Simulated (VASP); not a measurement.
# Ta (P6_3/mmc) in VASP: further runs

Runs on Ta. Level: LDA. Tasks: single point, relaxation of cell and atoms.

All numbers are computed with VASP 6.6.1; they aren't measurements. Logs are shortened: lines on timing, memory, paths and dates and some standing lists are left out, and cuts for length are marked.

**1. The cell of the first run**

The structure is hexagonal, space group P6_3/mmc (No. 194). Conventional cell: a = 2.839 Å, b = 2.839 Å, c = 5.068 Å, α = 90.00°, β = 90.00°, γ = 120.00°. Ta (site symmetry -6m2) has 12 Ta at 2.84 to 3.02 Å within 3.7 Å.

This isn't the form of Ta at room conditions, which is bcc.

**2. Single point, LDA**

Input file INCAR:

```
PREC = Accurate ; ENCUT = 520
EDIFF = 1E-6 ; ISMEAR = -1
SIGMA = 0.1 ; LREAL = False
LASPH = True ; NELM = 100
ALGO = Normal ; ISIF = 2
LWAVE = False ; LCHARG = False
NBANDS = 18
```

Input file KPOINTS:

```
Automatic mesh
0
Gamma
  13 13 7
```

Input file POSCAR:

```
Ta
1.0
    2.8385290280      0.0000000000      0.0000000000
   -1.4192645140      2.4582382476      0.0000000000
    0.0000000000      0.0000000000      5.0677100449
Ta
2
Direct
    0.6666666667      0.3333333333      0.7500000000
    0.3333333333      0.6666666667      0.2500000000
```

Potentials or basis: VASP PAW LDA potentials, release 64 (Ta_pv).

Launch:

```sh
cat potpaw_LDA.64/Ta_pv/POTCAR > POTCAR
mpirun -np 1 vasp_std > vasp.out
```

OUTCAR:

```text
PREC = Accurate
   ENCUT = 520
   EDIFF = 1E-6
   ISMEAR = -1
   LREAL = False
   LASPH = True
   NELM = 100
   ISIF = 2

 ion  position               nearest neighbor table
   1  0.667  0.333  0.750-   2 3.02   2 3.02   2 3.02   2 3.02   2 3.02   2 3.02
   2  0.333  0.667  0.250-   1 3.02   1 3.02   1 3.02   1 3.02   1 3.02   1 3.02

  LATTYP: Found a hexagonal cell.
 ALAT       =     2.8385290280
 C/A-ratio  =     1.7853296531

  Lattice vectors:

 A1 = (   2.8385290280,   0.0000000000,   0.0000000000)
 A2 = (  -1.4192645140,   2.4582382476,   0.0000000000)
 A3 = (   0.0000000000,   0.0000000000,   5.0677100449)

Analysis of symmetry for initial positions (statically):
=====================================================================
 Subroutine PRICEL returns:
 Original cell was already a primitive cell.

 Routine SETGRP: Setting up the symmetry group for a
 hexagonal supercell.

 Subroutine GETGRP returns: Found 24 space group operations
 (whereof 12 operations were pure point group operations)
 out of a pool of 24 trial point group operations.

The static configuration has the point symmetry D_3d.
 The point group associated with its full space group is D_6h.

Analysis of symmetry for dynamics (positions and initial velocities):
=====================================================================
 Subroutine PRICEL returns:
 Original cell was already a primitive cell.

 Routine SETGRP: Setting up the symmetry group for a
 hexagonal supercell.

 Subroutine GETGRP returns: Found 24 space group operations
 (whereof 12 operations were pure point group operations)
 out of a pool of 24 trial point group operations.

The dynamic configuration has the point symmetry D_3d.
 The point group associated with its full space group is D_6h.

 Subroutine INISYM returns: Found 24 space group operations
 (whereof 12 operations are pure point group operations),
 and found     1 'primitive' translations

----------------------------------------------------------------------------------------

                                     Primitive cell

  volume of cell :      35.3614

  direct lattice vectors                    reciprocal lattice vectors
     2.838529028  0.000000000  0.000000000     0.352295147  0.203397698  0.000000000
    -1.419264514  2.458238248  0.000000000     0.000000000  0.406795395  0.000000000
     0.000000000  0.000000000  5.067710045     0.000000000  0.000000000  0.197327785

  length of vectors
     2.838529028  2.838529028  5.067710045     0.406795395  0.406795395  0.197327785

  position of ions in fractional coordinates (direct lattice)
     0.666666667  0.333333333  0.750000000
     0.333333333  0.666666667  0.250000000

  ion indices of the primitive-cell ions
   primitive index   ion index
                 1           1
                 2           2

----------------------------------------------------------------------------------------

 KPOINTS: Automatic mesh

Automatic generation of k-mesh.
 Grid dimensions read from file:
 generate k-points for:   13   13    7

 Generating k-lattice:

  Cartesian coordinates                     Fractional coordinates (reciprocal lattice)
     0.027099627  0.015645977  0.000000000     0.076923077  0.000000000  0.000000000
     0.000000000  0.031291953  0.000000000     0.000000000  0.076923077  0.000000000
     0.000000000  0.000000000  0.028189684     0.000000000  0.000000000  0.142857143

  Length of vectors
     0.031291953  0.031291953  0.028189684

  Shift w.r.t. Gamma in fractional coordinates (k-lattice)
     0.000000000  0.000000000  0.000000000

 Subroutine IBZKPT returns following result:
 ===========================================

 Found     84 irreducible k-points:

 Following reciprocal coordinates:
            Coordinates               Weight
  0.000000  0.000000  0.000000      1.000000
  0.076923 -0.000000  0.000000      6.000000
  0.153846 -0.000000  0.000000      6.000000
  0.230769 -0.000000  0.000000      6.000000
  0.307692 -0.000000  0.000000      6.000000
  0.384615 -0.000000  0.000000      6.000000
[... 16 lines left out ...]
  0.076923 -0.000000  0.142857     12.000000
  0.153846 -0.000000  0.142857     12.000000
 [... further k-points ...]
   k-points           NKPTS =     84   k-points in BZ     NKDIM =     84   number of bands    NBANDS=     18
   number of dos      NEDOS =    301   number of ions     NIONS =      2
   total plane-waves  NPLWV =  23040
   dimension x,y,z NGX =    24 NGY =   24 NGZ =   40
   dimension x,y,z NGXF=    48 NGYF=   48 NGZF=   80
   ions per type =               2
   NGX,Y,Z   is equivalent  to a cutoff of  14.06, 14.06, 13.12 a.u.
   NGXF,Y,Z  is equivalent  to a cutoff of  28.11, 28.11, 26.24 a.u.
 SYSTEM =  unknown system
   PREC   = accura    normal or accurate (medium, high low for compatibility)
   ISTART =      0    job   : 0-new  1-cont  2-samecut
   ICHARG =      2    charge: 1-file 2-atom 10-const
   ISPIN  =      1    spin polarized calculation?
   LNONCOLLINEAR =      F non collinear calculations
   LSORBIT =      F    spin-orbit coupling
   LASPH  =      T    aspherical Exc in radial PAW
   ENCUT  =  520.0 eV  38.22 Ry    6.18 a.u.   5.28  5.28  9.42*2*pi/ulx,y,z
   NELM   =    100;   NELMIN=  2; NELMDL= -5     # of ELM steps
   EDIFF  = 0.1E-05   stopping-criterion for ELM
   LREAL  =      F    real-space projection
   EDIFFG = 0.1E-04   stopping-criterion for IOM
   NSW    =      0    number of steps for IOM
   IBRION =     -1    ionic relax: 0-MD 1-quasi-New 2-CG
   NFREE  =      0    steps in history (QN), initial steepest desc. (CG)
   ISIF   =      2    stress and relaxation
   ISYM   =      2    0-nonsym 1-usesym 2-fastsym
   POTIM  = 0.5000    time-step for ionic-motion
   TEBEG  =    0.0;   TEEND  =   0.0 temperature during run
   PSTRESS=    0.0 pullay stress
   NELECT =      22.0000    total number of electrons
   NUPDOWN=      -1.0000    fix difference up-down
   EMIN   =  10.00;   EMAX   =-10.00  energy-range for DOS
   EFERMI =   0.00;   METHOD = LEGACY
   ISMEAR =    -1;   SIGMA  =   0.10  broadening in eV -4-tet -1-fermi 0-gaus
   EFERMI_NEDOS =   21; number of points for ismear=-14 and -15
   IALGO  =     38    algorithm
   IMIX   =      4    mixing-type and parameters
     AMIX     =   0.40;   BMIX     =  1.00
     AMIX_MAG =   1.60;   BMIX_MAG =  1.00
  volume/ion in A,a.u.               =      17.68       119.32
  Fermi-wavevector in a.u.,A,eV,Ry     =   1.397567  2.641019 26.574819  1.953194
  Thomas-Fermi vector in A             =   2.520811
   LORBIT       =      0    0 simple, 1 ext, 2 COOP (PROOUT), +10 PAW based schemes
   GGA     = CA    functional components
   LHFCALC =     F    Hartree Fock is set to
   AEXX    =    0.0000 exact exchange contribution
   IVDW    =     0    specifies the selected vdW correction
   LEPSILON=     F    determine dielectric tensor
   LRPA    =     F    only Hartree local field effects (RPA)
 non-spin polarized calculation
  energy-cutoff  :      520.00
  volume of cell :       35.36
 maximum number of plane-waves:       972
 NGX is ok and might be reduce to    24
   NGX = 11   NGY = 11   NGZ = 19

 number of electron      21.9999998 magnetization

 Free energy of the ion-electron system (eV)
  ---------------------------------------------------
  ext. energy  EPLUGINS =         0.00000000
  ---------------------------------------------------
  free energy    TOTEN  =       -25.08289322 eV

  energy without entropy =      -25.00304348  energy(sigma->0) =      -25.04296835

 E-fermi :   5.9725     XC(G=0): -12.8777

 val. band max:        5.9522539364   @ k =   0.1538   0.1538   0.1429
 cond. band min:       5.9739260611   @ k =   0.3077   0.2308   0.0000
 fundamental gap:      0.0216721247
 Fermi energy:         5.9725180515

 k-point     1 :       0.0000    0.0000    0.0000
  band No.  band energies     occupation
      1     -28.4033      2.00000
      2     -27.3850      2.00000
      3     -27.2488      2.00000
      4     -27.2488      2.00000
      5     -27.1482      2.00000
      6     -27.1482      2.00000
[... 10 lines left out ...]
     17      11.4150      0.00000
     18      11.4150      0.00000

 k-point     2 :       0.0769   -0.0000    0.0000
  band No.  band energies     occupation
      1     -28.3797      2.00000
      2     -27.3874      2.00000
      3     -27.3261      2.00000
      4     -27.2696      2.00000
      5     -27.2274      2.00000
      6     -27.1622      2.00000
[... 10 lines left out ...]
     17      11.5193      0.00000
     18      11.9605      0.00000

 k-point     3 :       0.1538   -0.0000    0.0000
  band No.  band energies     occupation
      1     -28.3121      2.00000
      2     -27.5379      2.00000
      3     -27.4404      2.00000
      4     -27.3962      2.00000
      5     -27.3259      2.00000
      6     -27.2015      2.00000
[... 10 lines left out ...]
     17      11.7075      0.00000
     18      13.1129      0.00000

 k-point     4 :       0.2308   -0.0000    0.0000
  band No.  band energies     occupation
      1     -28.2098      2.00000
      2     -27.8304      2.00000
      3     -27.7265      2.00000
      4     -27.4149      2.00000
      5     -27.4025      2.00000
      6     -27.2582      2.00000
[... 375 lines left out ...]
      4     -27.2439      2.00000
      5     -27.1532      2.00000
      6     -27.1532      2.00000
[... 10 lines left out ...]
     17      11.3904      0.00000
     18      11.3904      0.00000

 k-point    23 :       0.0769   -0.0000    0.1429
  band No.  band energies     occupation
      1     -28.3345      2.00000
      2     -27.4445      2.00000
      3     -27.3203      2.00000
      4     -27.2643      2.00000
      5     -27.2280      2.00000
      6     -27.1675      2.00000
[... 10 lines left out ...]
     17      11.4715      0.00000
     18      11.7900      0.00000

 k-point    24 :       0.1538   -0.0000    0.1429
  band No.  band energies     occupation
      1     -28.2731      2.00000
      2     -27.5335      2.00000
      3     -27.4962      2.00000
      4     -27.3885      2.00000
      5     -27.3198      2.00000
      6     -27.2077      2.00000
[... 10 lines left out ...]
     17      11.6084      0.00000
     18      12.6116      0.00000

 [... further k-points ...]
[... 5 lines left out ...]
  --------------------------------------------------------------------------------------
  -------------------------------------------------------------------------------------
  Total        0.1591006      0.1591006      0.1738408      0.0000000      0.0000000      0.0000000
  in kB        7.2086412      7.2086412      7.8764982      0.0000000      0.0000000      0.0000000
  external PRESSURE =       7.4312602 kB  Pullay stress =       0.0000000 kB

 VOLUME and BASIS-vectors are now :
 -----------------------------------------------------------------------------
  energy-cutoff  :      520.00
  volume of cell :       35.36
      direct lattice vectors                 reciprocal lattice vectors
     2.838529028  0.000000000  0.000000000     0.352295147  0.203397698  0.000000000
    -1.419264514  2.458238248  0.000000000     0.000000000  0.406795395  0.000000000
     0.000000000  0.000000000  5.067710045     0.000000000  0.000000000  0.197327785

 POSITION                                       TOTAL-FORCE (eV/Angst)
 -----------------------------------------------------------------------------------
      1.41926      0.81941      3.80078         0.000000      0.000000      0.000000
     -0.00000      1.63883      1.26693        -0.000000     -0.000000      0.000000
 -----------------------------------------------------------------------------------
    total drift:                                0.000000     -0.000000      0.000000

  FREE ENERGIE OF THE ION-ELECTRON SYSTEM (eV)
  ---------------------------------------------------
  free  energy   TOTEN  =       -25.0828932154 eV

  energy  without entropy=      -25.0030434834  energy(sigma->0) =      -25.04296835
```

Run time: 58 s. Hardware: 1 thread of Intel Xeon 8259CL, shared host; peak memory 0.17 GiB.

Results:

* Free energy: -25.0829 eV
* Pressure: 0.7 GPa
* Band gap on the k mesh: zero (bands 11 and 12 overlap by 1.90 eV)

Levels at points of the mesh, in eV from the Fermi level:
| k point | band 8 | band 9 | band 10 | band 11 | band 12 | band 13 | band 14 | band 15 |
| --- | --- | --- | --- | --- | --- | --- | --- | --- |
| (0.00, 0.00, 0.00) | -5.08 | -0.70 | 0.21 | 0.56 | 0.56 | 1.16 | 1.16 | 3.11 |

Caveat: spin-orbit coupling is left out, which moves the levels of the heavy elements.

**3. Relaxation of cell and atoms, LDA**

This run uses another cell than the first one, of 18.82 Å³/atom.

Input file INCAR:

```
PREC = Accurate ; ENCUT = 600
EDIFF = 1E-6 ; ISMEAR = -1
SIGMA = 0.1 ; LREAL = F
LASPH = T ; NELM = 60
ALGO = Normal ; ISIF = 3
LWAVE = F ; LCHARG = F
GGA = CA ; IBRION = 2
NSW = 80 ; EDIFFG = -0.03
```

KPOINTS is that of step 2.

Input file POSCAR:

```
Ta
1.0
    2.9003720700      0.0000000000      0.0000000000
   -1.4501860350      2.5117958930      0.0000000000
    0.0000000000      0.0000000000      5.1662740000
Ta
2
Direct
    0.6666666667      0.3333333333      0.7500000000
    0.3333333333      0.6666666667      0.2500000000
```

Potentials or basis: VASP PAW LDA potentials, release 64 (Ta_pv).

Launch:

```sh
cat potpaw_LDA.64/Ta_pv/POTCAR > POTCAR
mpirun -np 1 vasp_std > vasp.out
```

OUTCAR:

```text
PREC = Accurate
   ENCUT = 600
   EDIFF = 1E-6
   ISMEAR = -1
   LREAL = F
   LASPH = T
   NELM = 60
   ISIF = 3
   GGA = CA
   IBRION = 2
   NSW = 80
   EDIFFG = -0.03

 ion  position               nearest neighbor table
   1  0.667  0.333  0.750-   2 3.08   2 3.08   2 3.08   2 3.08   2 3.08   2 3.08
   2  0.333  0.667  0.250-   1 3.08   1 3.08   1 3.08   1 3.08   1 3.08   1 3.08

  LATTYP: Found a hexagonal cell.
 ALAT       =     2.9003720700
 C/A-ratio  =     1.7812452593

  Lattice vectors:

 A1 = (   2.9003720700,   0.0000000000,   0.0000000000)
 A2 = (  -1.4501860350,   2.5117958930,   0.0000000000)
 A3 = (   0.0000000000,   0.0000000000,   5.1662740000)

Analysis of symmetry for initial positions (statically):
=====================================================================
 Subroutine PRICEL returns:
 Original cell was already a primitive cell.

 Routine SETGRP: Setting up the symmetry group for a
 hexagonal supercell.

 Subroutine GETGRP returns: Found 24 space group operations
 (whereof 12 operations were pure point group operations)
 out of a pool of 24 trial point group operations.

The static configuration has the point symmetry D_3d.
 The point group associated with its full space group is D_6h.

Analysis of symmetry for dynamics (positions and initial velocities):
=====================================================================
 Subroutine PRICEL returns:
 Original cell was already a primitive cell.
[... 265 lines left out ...]

 number of electron      22.0000000 magnetization

 Free energy of the ion-electron system (eV)
  ---------------------------------------------------
  ext. energy  EPLUGINS =         0.00000000
  ---------------------------------------------------
  free energy    TOTEN  =       -25.08368015 eV

  energy without entropy =      -25.00330633  energy(sigma->0) =      -25.04349324

 E-fermi :   5.9360     XC(G=0): -12.8567

 val. band max:        5.9345842978   @ k =   0.3077   0.0769   0.1429
 cond. band min:       5.9400600386   @ k =   0.3077   0.2308   0.0000
 fundamental gap:      0.0054757408
 Fermi energy:         5.9359563003

 k-point     1 :       0.0000    0.0000    0.0000
  band No.  band energies     occupation
      1     -28.4386      2.00000
      2     -27.4347      2.00000
      3     -27.2993      2.00000
      4     -27.2993      2.00000
      5     -27.2001      2.00000
      6     -27.2001      2.00000
      7      -2.3692      2.00000
      8       0.8710      2.00000
      9       5.2419      1.99807
     10       6.1342      0.24219
     11       6.4963      0.00734
     12       6.4963      0.00734
     13       7.0968      0.00002
     14       7.0968      0.00002
[... 401 lines left out ...]
      2     -27.5802      2.00000
      3     -27.5437      2.00000
      4     -27.4377      2.00000
      5     -27.3693      2.00000
      6     -27.2588      2.00000
      7      -1.2647      2.00000
      8       1.7654      2.00000
      9       4.7296      1.99999
     10       5.1451      1.99927
     11       5.8910      1.22092
     12       6.5265      0.00543
     13       7.3396      0.00000
     14       7.8675      0.00000
     15       8.2396      0.00000

 [... further k-points ...]
[... 5 lines left out ...]
  --------------------------------------------------------------------------------------
  -------------------------------------------------------------------------------------
  Total       -0.0226952     -0.0226952      0.0063019      0.0000000      0.0000000      0.0000000
  in kB       -1.0240641     -1.0240641      0.2843592      0.0000000      0.0000000      0.0000000
  external PRESSURE =      -0.5879230 kB  Pullay stress =       0.0000000 kB
[... 17 lines left out ...]
  FREE ENERGIE OF THE ION-ELECTRON SYSTEM (eV)
  ---------------------------------------------------
  free  energy   TOTEN  =       -25.0836801522 eV

  energy  without entropy=      -25.0033063337  energy(sigma->0) =      -25.04349324

 reached required accuracy - stopping structural energy minimisation
```

OSZICAR:

```text
N       E                     dE             d eps       ncg     rms          rms(c)
DAV:   1     0.169323733101E+03    0.16932E+03   -0.14200E+04  2520   0.168E+03
DAV:   2    -0.221206603281E+02   -0.19144E+03   -0.18988E+03  3108   0.410E+02
DAV:   3    -0.259968895396E+02   -0.38762E+01   -0.38047E+01  3402   0.539E+01
[... 32 lines left out ...]
DAV:   2    -0.250838352512E+02    0.62991E-03   -0.10117E-03  2555   0.329E-01    0.913E-02
DAV:   3    -0.250836776175E+02    0.15763E-03   -0.53978E-04  2800   0.239E-01    0.335E-02
DAV:   4    -0.250836833286E+02   -0.57111E-05   -0.18855E-05  2646   0.366E-02    0.235E-02
DAV:   5    -0.250836801418E+02    0.31868E-05   -0.15691E-05  2786   0.410E-02    0.693E-03
DAV:   6    -0.250836801522E+02   -0.10361E-07   -0.21439E-07  1323   0.490E-03
   4 F= -.25083680E+02 E0= -.25043493E+02  d E =-.769859E-01
```

CONTCAR:

```text
Ta
   1.00000000000000
     2.8424003971777712   -0.0000000000000000   -0.0000000000000000
    -1.4212001985888856    2.4615909516388799    0.0000000000000000
     0.0000000000000000    0.0000000000000000    5.0747722843758671
  Ta
     2
Direct
     0.6666666667000030    0.3333333332999970    0.7500000000000000
     0.3333333332999970    0.6666666667000030    0.2500000000000000

  0.00000000E+00  0.00000000E+00  0.00000000E+00
  0.00000000E+00  0.00000000E+00  0.00000000E+00
```

It took 2.6 min on 1 thread of Intel Xeon 8259CL, shared host; peak memory 0.19 GiB.

Results:

* Free energy: -25.0837 eV
* Relaxed volume: 17.75 Å³/atom
* Relaxed cell: a = 2.842 Å, b = 2.842 Å, c = 5.075 Å, α = 90.00°, β = 90.00°, γ = 120.00°
* Space group after relaxing (to 0.1 Å): P6_3/mmc (No. 194)
* Energy gained by relaxing: 38.5 meV/atom
* Ionic steps: 4
* Pressure after relaxing: -0.1 GPa
* Band gap on the k mesh: zero (bands 11 and 12 overlap by 1.88 eV)

Stress tensor (GPa, compression positive):
```
-0.10  0.00  0.00
 0.00 -0.10  0.00
 0.00  0.00  0.03
```

The path:
```tsv
step	energy change (eV)	largest force (eV/Å)	pressure (GPa)	volume (Å³)
1	0.0000	0.0000	-10.99	37.64
2	0.3766	0.0000	36.19	31.04
3	-0.0768	0.0000	-0.60	35.60
4	-0.0770	0.0000	-0.06	35.51
```

Final structure:
```
Ta
1.0
     2.84240    0.00000    0.00000
    -1.42120    2.46159    0.00000
     0.00000    0.00000    5.07477
Ta
2
Direct
  0.66667 0.33333 0.75000
  0.33333 0.66667 0.25000
```

Levels at points of the mesh, in eV from the Fermi level:
| k point | band 7 | band 8 | band 9 | band 10 | band 11 | band 12 | band 13 | band 14 | band 15 |
| --- | --- | --- | --- | --- | --- | --- | --- | --- | --- |
| (0.00, 0.00, 0.00) | -8.31 | -5.06 | -0.69 | 0.20 | 0.56 | 0.56 | 1.16 | 1.16 | 3.10 |

Caveat: spin-orbit coupling is left out, which moves the levels of the heavy elements.
